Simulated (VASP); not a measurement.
Crystal: ZnGe2N2.

```
CELL_PARAMETERS angstrom
3.74726 0.00000 0.00000
-1.87363 3.24522 0.00000
0.00000 0.00000 6.48588
ATOMIC_POSITIONS crystal
Zn 0.66667 0.33333 0.50000
Ge 0.33333 0.66667 0.82748
Ge 0.33333 0.66667 0.17252
N 0.33333 0.66667 0.50000
N 0.00000 0.00000 0.00000
```

```yaml
Program: VASP 6.6.1
Task: relaxation of cell and atoms
Functional: PBE
Potentials_or_basis: VASP PAW PBE potentials, release 64 (Zn, Ge_d, N)
Cutoff: 600 eV
k_mesh: 4 × 4 × 2
Occupations: gaussian, width 0.15 eV
Spin: no spin polarisation
```

At the start: pressure -2.5 GPa; volume 15.77 Å³/atom.

Task: How do energy, volume and symmetry change on relaxing?

Result: Over 8 steps the energy falls by 333.4 meV/atom and the volume is 14.07 Å³/atom (-10.8 %); space group P-6m2 (No. 187, to 0.05 Å).

Step by step:
```tsv
step	energy change (eV)	largest force (eV/Å)	pressure (GPa)	volume (Å³)
1	0.0000	3.2274	-2.55	78.87
2	-1.3667	0.7199	-5.03	75.56
3	-1.4173	1.1677	-5.03	74.79
4	-1.4215	1.3113	-4.94	74.55
5	-1.6227	0.7656	2.00	68.91
6	-1.6246	0.8096	1.29	69.34
7	-1.6665	0.0801	0.27	70.24
8	-1.6671	0.0056	0.23	70.35
```

Final structure:
```
Zn Ge N
1.0
     3.34494    0.00000    0.00000
    -1.67247    2.89680    0.00000
     0.00000    0.00000    7.26018
Zn Ge N
1 2 2
Direct
  0.66667 0.33333 0.50000
  0.33333 0.66667 0.80930
  0.33333 0.66667 0.19070
  0.33333 0.66667 0.50000
  0.00000 0.00000 0.00000
```

Caveat: the k points lie up to 0.54 Å⁻¹ apart in the final cell; the relaxation stopped at a loose force limit of 0.08 eV/Å, so its end isn't a converged minimum.
